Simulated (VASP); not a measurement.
ErBe, 2 atoms in the cell. It takes space group Fm-3m (No. 225, cubic). The conventional cell has a = 5.607 Å, b = 5.607 Å, c = 5.607 Å, α = 90.00°, β = 90.00°, γ = 90.00°. Within 3.7 Å of Er (site symmetry m-3m) lie 6 Be at 2.80 Å. Within 3.7 Å of Be (site symmetry m-3m) lie 6 Er at 2.80 Å. The cell was built from a structure type or drawn by symmetry, and may not be a known phase.

| Property | Result |
| --- | --- |
| Program | VASP 6.6.1 |
| Task | single point |
| Functional | PBE |
| Potentials or basis | VASP PAW PBE potentials, release 64 (Er_3, Be), 4f in core |
| Cutoff | 600 eV |
| k mesh | 7 × 7 × 7 |
| Occupations | gaussian, width 0.2 eV |
| Spin | no spin polarisation |
| Dipole correction | no |
| Mended | yes |
| Further INCAR settings | ALGO = Normal; EDIFF = 1e-06; NBANDS = 12 |

Potentials or basis: VASP PAW PBE potentials, release 64 (Er_3, Be), 4f in core.

Run with:

```sh
$ cat potpaw_PBE.64/Er_3/POTCAR potpaw_PBE.64/Be/POTCAR > POTCAR
$ mpirun -np 1 vasp_std > vasp.out
```

Hardware: 1 thread of AMD EPYC 7R43 64-Core Processor (Zen 3), with other jobs on the host.

Q: Estimate the wall time of this run.

A: Run time: 29 s on 1 thread of AMD EPYC 7R43 64-Core Processor (Zen 3), with other jobs on the host, peak memory 0.14 GiB. Counts: scf iterations 11, k points 20.
